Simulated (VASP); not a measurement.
# Te2Mo in VASP: notebook

Runs on Te2Mo. Level: LDA. Tasks: single point.

All numbers are computed with VASP 6.6.1; they aren't measurements. Logs are shortened: lines on timing, memory, paths and dates and some standing lists are left out, and cuts for length are marked.

## (1) The cell of the first run

The cell holds a slab with vacuum, 6 atoms: a = 6.362 Å, b = 3.480 Å, c = 36.176 Å, α = 90.00°, β = 90.14°, γ = 90.00°.

## (2) Single point, LDA

INCAR

```
SYSTEM = Te2Mo
PREC = Accurate ; ENCUT = 520
EDIFF = 1E-6 ; ISMEAR = -1
SIGMA = 0.02 ; LREAL = .FALSE.
LASPH = .TRUE. ; NELM = 80
ALGO = Normal ; ISIF = 2
LWAVE = .FALSE. ; LCHARG = .FALSE.
NBANDS = 35
```

KPOINTS

```
regular mesh
0
G
  6 10 1
  0 0 0
```

POSCAR

```
Te2Mo
1.0
    6.3616090156      0.0000000000      0.0000000000
    0.0000000000      3.4804030600      0.0000000000
   -0.0857412231      0.0000000000     36.1758904685
Te Mo
4 2
Direct
    0.0791521300      0.7500000000      0.4434726800
    0.9208478700      0.2500000000      0.5565273200
    0.5707489000      0.2500000000      0.4592964200
    0.4292511000      0.7500000000      0.5407035800
    0.8186524400      0.7500000000      0.5025346300
    0.1813475600      0.2500000000      0.4974653700
```

Potentials or basis: VASP PAW LDA potentials, release 64 (Te, Mo_sv).

Launch:

```
$ cat potpaw_LDA.64/Te/POTCAR potpaw_LDA.64/Mo_sv/POTCAR > POTCAR
$ mpirun -np 1 vasp_std > vasp.out
```

OUTCAR:

```text
SYSTEM = Te2Mo
   PREC = Accurate
   ENCUT = 520
   EDIFF = 1E-6
   ISMEAR = -1
   LREAL = .FALSE.
   LASPH = .TRUE.
   NELM = 80
   ISIF = 2

 ion  position               nearest neighbor table
   1  0.079  0.750  0.443-   6 2.69   6 2.69   5 2.71   3 3.62   3 3.62
   2  0.921  0.250  0.557-   5 2.69   5 2.69   6 2.71   4 3.62   4 3.62
   3  0.571  0.250  0.459-   5 2.82   5 2.82   6 2.84   4 3.54   4 3.54   1 3.62   1 3.62
   4  0.429  0.750  0.541-   6 2.82   6 2.82   5 2.84   3 3.54   3 3.54   2 3.62   2 3.62
   5  0.819  0.750  0.503-   2 2.69   2 2.69   1 2.71   3 2.82   3 2.82   4 2.84   6 2.90   6 2.90

   6  0.181  0.250  0.497-   1 2.69   1 2.69   2 2.71   4 2.82   4 2.82   3 2.84   5 2.90   5 2.90

  LATTYP: Found a simple monoclinic cell.
 ALAT       =     6.3616090156
 B/A-ratio  =     0.5470947761
 C/A-ratio  =     5.6866104138
 COS(beta)  =    -0.0023701139

  Lattice vectors:

 A1 = (   6.3616090156,   0.0000000000,   0.0000000000)
 A2 = (   0.0000000000,   3.4804030600,   0.0000000000)
 A3 = (  -0.0857412231,   0.0000000000,  36.1758904685)

Analysis of symmetry for initial positions (statically):
=====================================================================
 Subroutine PRICEL returns:
 Original cell was already a primitive cell.

 Routine SETGRP: Setting up the symmetry group for a
 simple monoclinic supercell.

 Subroutine GETGRP returns: Found  4 space group operations
 (whereof  2 operations were pure point group operations)
 out of a pool of  4 trial point group operations.

The static configuration has the point symmetry S_2 .
 The point group associated with its full space group is C_2h.

Analysis of symmetry for dynamics (positions and initial velocities):
=====================================================================
 Subroutine PRICEL returns:
 Original cell was already a primitive cell.

 Routine SETGRP: Setting up the symmetry group for a
 simple monoclinic supercell.

 Subroutine GETGRP returns: Found  4 space group operations
 (whereof  2 operations were pure point group operations)
 out of a pool of  4 trial point group operations.

The dynamic configuration has the point symmetry S_2 .
 The point group associated with its full space group is C_2h.

 Subroutine INISYM returns: Found  4 space group operations
[... 102 lines left out ...]
   ENCUT  =  520.0 eV  38.22 Ry    6.18 a.u.  11.83  6.47 67.26*2*pi/ulx,y,z
   NELM   =     80;   NELMIN=  2; NELMDL= -5     # of ELM steps
   EDIFF  = 0.1E-05   stopping-criterion for ELM
   LREAL  =      F    real-space projection
   EDIFFG = 0.1E-04   stopping-criterion for IOM
   NSW    =      0    number of steps for IOM
   IBRION =     -1    ionic relax: 0-MD 1-quasi-New 2-CG
   NFREE  =      0    steps in history (QN), initial steepest desc. (CG)
   ISIF   =      2    stress and relaxation
   ISYM   =      2    0-nonsym 1-usesym 2-fastsym
   POTIM  = 0.5000    time-step for ionic-motion
   TEBEG  =    0.0;   TEEND  =   0.0 temperature during run
   PSTRESS=    0.0 pullay stress
   NELECT =      52.0000    total number of electrons
   NUPDOWN=      -1.0000    fix difference up-down
   EMIN   =  10.00;   EMAX   =-10.00  energy-range for DOS
   EFERMI =   0.00;   METHOD = LEGACY
   ISMEAR =    -1;   SIGMA  =   0.02  broadening in eV -4-tet -1-fermi 0-gaus
   EFERMI_NEDOS =   21; number of points for ismear=-14 and -15
   IALGO  =     38    algorithm
   IMIX   =      4    mixing-type and parameters
     AMIX     =   0.40;   BMIX     =  1.00
     AMIX_MAG =   1.60;   BMIX_MAG =  1.00
  volume/ion in A,a.u.               =     133.49       900.87
  Fermi-wavevector in a.u.,A,eV,Ry     =   0.657967  1.243377  5.890240  0.432920
  Thomas-Fermi vector in A             =   1.729641
   LORBIT       =      0    0 simple, 1 ext, 2 COOP (PROOUT), +10 PAW based schemes
   GGA     = CA    functional components
   LHFCALC =     F    Hartree Fock is set to
   AEXX    =    0.0000 exact exchange contribution
   IVDW    =     0    specifies the selected vdW correction
   LEPSILON=     F    determine dielectric tensor
   LRPA    =     F    only Hartree local field effects (RPA)
 non-spin polarized calculation
  energy-cutoff  :      520.00
  volume of cell :      800.97
 maximum number of plane-waves:     21707
 NGX is ok and might be reduce to    48
   NGX = 23   NGY = 13   NGZ =135

 number of electron      51.9999996 magnetization

 Free energy of the ion-electron system (eV)
  ---------------------------------------------------
  ext. energy  EPLUGINS =         0.00000000
  ---------------------------------------------------
  free energy    TOTEN  =       -40.72630982 eV

  energy without entropy =      -40.72365180  energy(sigma->0) =      -40.72498081

 E-fermi :  -2.4128     XC(G=0):  -2.3566

 val. band max:       -2.4172238920   @ k =   0.0000   0.1000   0.0000
 cond. band min:      -2.3841370237   @ k =   0.0000   0.1000   0.0000
 fundamental gap:      0.0330868683
 Fermi energy:        -2.4128022054

 k-point     1 :       0.0000    0.0000    0.0000
  band No.  band energies     occupation
      1     -63.1081      2.00000
      2     -63.0491      2.00000
      3     -37.5463      2.00000
      4     -37.4848      2.00000
      5     -37.4311      2.00000
      6     -37.3195      2.00000
[... 901 lines left out ...]
     34       0.9899      0.00000
     35       2.0430      0.00000

------------------------ aborting loop because EDIFF is reached ----------------------------------------

  FORCE on cell =-STRESS in cart. coord.  units (eV):
  Direction    XX          YY          ZZ          XY          YZ          ZX
  --------------------------------------------------------------------------------------
  -------------------------------------------------------------------------------------
  Total       -4.9091892     -4.9590750     -2.7976753      0.0000000      0.0000000      0.1138460
  in kB       -9.8198444     -9.9196309     -5.5961861      0.0000000      0.0000000      0.2277260
  external PRESSURE =      -8.4452204 kB  Pullay stress =       0.0000000 kB

 VOLUME and BASIS-vectors are now :
 -----------------------------------------------------------------------------
  energy-cutoff  :      520.00
  volume of cell :      800.97
      direct lattice vectors                 reciprocal lattice vectors
     6.361609016  0.000000000  0.000000000     0.157192936  0.000000000  0.000372566
     0.000000000  3.480403060  0.000000000     0.000000000  0.287323044  0.000000000
    -0.085741223  0.000000000 36.175890469     0.000000000  0.000000000  0.027642720

 POSITION                                       TOTAL-FORCE (eV/Angst)
 -----------------------------------------------------------------------------------
      0.46551      2.61030     16.04302        -0.005460     -0.000000      0.430520
      5.81036      0.87010     20.13287         0.005460      0.000000     -0.430520
      3.59150      0.87010     16.61546        -0.023489      0.000000      0.349819
      2.68437      2.61030     19.56043         0.023489      0.000000     -0.349819
      5.16486      2.61030     18.17964         0.121047      0.000000      0.097673
      1.11101      0.87010     17.99625        -0.121047      0.000000     -0.097673
 -----------------------------------------------------------------------------------
    total drift:                                0.000000     -0.000000     -0.000000

  FREE ENERGIE OF THE ION-ELECTRON SYSTEM (eV)
  ---------------------------------------------------
  free  energy   TOTEN  =       -40.7263098184 eV

  energy  without entropy=      -40.7236518014  energy(sigma->0) =      -40.72498081
```

OSZICAR:

```text
N       E                     dE             d eps       ncg     rms          rms(c)
DAV:   1     0.413841301747E+03    0.41384E+03   -0.21621E+04  2128   0.105E+03
DAV:   2    -0.159365636770E+01   -0.41543E+03   -0.40573E+03  2443   0.233E+02
DAV:   3    -0.409805214032E+02   -0.39387E+02   -0.38866E+02  2213   0.686E+01
[... 17 lines left out ...]
DAV:  21    -0.407262927339E+02   -0.28595E-04   -0.71587E-07  1353   0.243E-03    0.152E-03
DAV:  22    -0.407263018729E+02   -0.91390E-05   -0.26365E-07  1338   0.161E-03    0.736E-04
DAV:  23    -0.407263071578E+02   -0.52849E-05   -0.80245E-08  1146   0.801E-04    0.638E-04
DAV:  24    -0.407263090187E+02   -0.18610E-05   -0.38051E-08  1172   0.472E-04    0.387E-04
DAV:  25    -0.407263098184E+02   -0.79964E-06   -0.32788E-09  1049   0.337E-04
   1 F= -.40726310E+02 E0= -.40724981E+02  d E =-.265802E-02
```

stdout:

```text
POSCAR found type information on POSCAR TeMo
 POSCAR found :  2 types and       6 ions
 scaLAPACK will be used
 LDA part: xc-table for (Slater(with rela. corr.)+CA(PZ))
 , standard interpolation
 POSCAR, INCAR and KPOINTS ok, starting setup
 FFT: planning ... GRIDC
 FFT: planning ... GRID_SOFT
 FFT: planning ... GRID
 WAVECAR not read
 entering main loop
```

Run time: 11 min. Hardware: 1 thread of AMD EPYC 9R45 (Zen 5), shared host; peak memory 0.88 GiB.

Results:

```yaml
Free_energy: -40.7263 eV
Largest_force: 0.431 eV/Å
Band_gap_on_the_k_mesh: zero (band 26 reaches -2.27 eV, above the bottom of band 27 at -2.44 eV)
```

Forces on the atoms (eV/Å):
```
Te  -0.005  0.000  0.431
Te   0.005  0.000 -0.431
Te  -0.023  0.000  0.350
Te   0.023  0.000 -0.350
Mo   0.121  0.000  0.098
Mo  -0.121  0.000 -0.098
```

Levels at points of the mesh, in eV from the Fermi level:
```csv
k point,band 24,band 25,band 26,band 27,band 28,band 29
"(0.00, 0.00, 0.00)",-0.62,-0.32,0.14,0.60,1.05,1.67
"(0.50, 0.00, 0.00)",-0.82,-0.80,-0.69,0.06,1.04,1.42
"(0.00, 0.50, 0.00)",-1.61,-1.40,-1.40,1.12,1.12,1.39
"(0.50, 0.50, 0.00)",-1.73,-0.85,-0.85,1.04,1.04,1.87
```

Caveat: spin-orbit coupling is left out, which moves the levels of the heavy elements.

## (3) Single point, LDA

INCAR

```
SYSTEM = Te2Mo
PREC = Accurate
ENCUT = 520
EDIFF = 1E-6
ISMEAR = -1
SIGMA = 0.05
LREAL = .FALSE.
LASPH = .TRUE.
NELM = 60
ALGO = Normal
ISIF = 2
LWAVE = .FALSE.
LCHARG = .FALSE.
GGA = CA
NBANDS = 35
```

KPOINTS is that of step 2.

POSCAR is that of step 2.

Potentials or basis: VASP PAW LDA potentials, release 64 (Te, Mo_sv).

Launch:

```
$ cat potpaw_LDA.64/Te/POTCAR potpaw_LDA.64/Mo_sv/POTCAR > POTCAR
$ mpirun -np 1 vasp_std > vasp.out
```

Wall time 12 min (1 thread of AMD EPYC 9R45 (Zen 5), shared host); peak memory 0.88 GiB.

It converged, with:

```yaml
Free_energy: -40.7318 eV
Largest_force: 0.427 eV/Å
Band_gap_on_the_k_mesh: zero (band 26 reaches -2.27 eV, above the bottom of band 27 at -2.44 eV)
```

Forces on the atoms (eV/Å):
```
Te  -0.006  0.000  0.427
Te   0.006  0.000 -0.427
Te  -0.020  0.000  0.352
Te   0.020  0.000 -0.352
Mo   0.092  0.000  0.074
Mo  -0.092  0.000 -0.074
```

Levels at points of the mesh, in eV from the Fermi level:
```csv
k point,band 24,band 25,band 26,band 27,band 28,band 29
"(0.00, 0.00, 0.00)",-0.62,-0.32,0.14,0.60,1.05,1.67
"(0.50, 0.00, 0.00)",-0.82,-0.80,-0.69,0.06,1.04,1.42
"(0.00, 0.50, 0.00)",-1.61,-1.40,-1.40,1.13,1.13,1.39
"(0.50, 0.50, 0.00)",-1.73,-0.85,-0.85,1.04,1.04,1.87
```

Caveat: spin-orbit coupling is left out, which moves the levels of the heavy elements.

## (4) Single point, LDA

INCAR

```
PREC = Accurate ; ENCUT = 520
EDIFF = 1E-6 ; ISMEAR = 1
SIGMA = 0.01 ; LREAL = False
LASPH = True ; NELM = 60
ALGO = Normal ; ISIF = 2
LWAVE = False ; LCHARG = True
GGA = CA ; LELF = True
LVHAR = True ; NBANDS = 35
```

KPOINTS

```
Automatic mesh
0
Gamma
  6 10 1
```

POSCAR is that of step 3.

Launch:

```
$ cat potpaw_LDA.64/Te/POTCAR potpaw_LDA.64/Mo_sv/POTCAR > POTCAR
$ mpirun -np 1 vasp_std > vasp.out
```

Wall time 14 min (1 thread of AMD EPYC 9R45 (Zen 5), shared host); peak memory 0.88 GiB.

It converged, with:

- Free energy: -40.7247 eV
- Largest force: 0.431 eV/Å
- Band gap on the k mesh: zero (band 26 reaches -2.27 eV, above the bottom of band 27 at -2.44 eV)

Forces in eV/Å, atoms in the order of the input:
```
Te  -0.004  0.000  0.431
Te   0.004  0.000 -0.431
Te  -0.033  0.000  0.339
Te   0.033  0.000 -0.339
Mo   0.149  0.000  0.122
Mo  -0.149  0.000 -0.122
```

Levels at points of the mesh, in eV from the Fermi level:
```
           k point  band 22  band 23  band 24  band 25  band 26  band 27  band 28  band 29  band 30  band 31
(0.00, 0.00, 0.00)    -1.31    -0.96    -0.61    -0.32     0.14     0.60     1.05     1.68     2.08     2.22
(0.50, 0.00, 0.00)    -1.33    -1.26    -0.81    -0.80    -0.68     0.06     1.05     1.43     1.76     2.80
(0.00, 0.50, 0.00)    -2.55    -1.61    -1.61    -1.40    -1.40     1.13     1.13     1.40     1.40     1.97
(0.50, 0.50, 0.00)    -2.29    -1.72    -1.72    -0.85    -0.85     1.04     1.04     1.87     1.87     2.27
```

Caveat: spin-orbit coupling is left out, which moves the levels of the heavy elements.

## (5) Summary

| smearing | gap on the mesh (eV) | largest force (eV/Å) |
| --- | --- | --- |
| fermi-dirac 0.02 eV | none | 0.43 |
| fermi-dirac 0.05 eV | none | 0.43 |
| methfessel-paxton 0.01 eV | none | 0.43 |

Alike in all rows: task single point; level LDA; potentials or basis VASP PAW LDA potentials, release 64 (Te, Mo_sv); no spin polarisation; cell as given; k mesh 6 × 10 × 1; cutoff (eV) 520.

Every run on the cell as given and a fine mesh finds a metal.

Caveats: spin-orbit coupling is left out, which moves the levels of the heavy elements.

Total energies depend on the potentials used, so only differences within one code and one set of settings carry meaning.
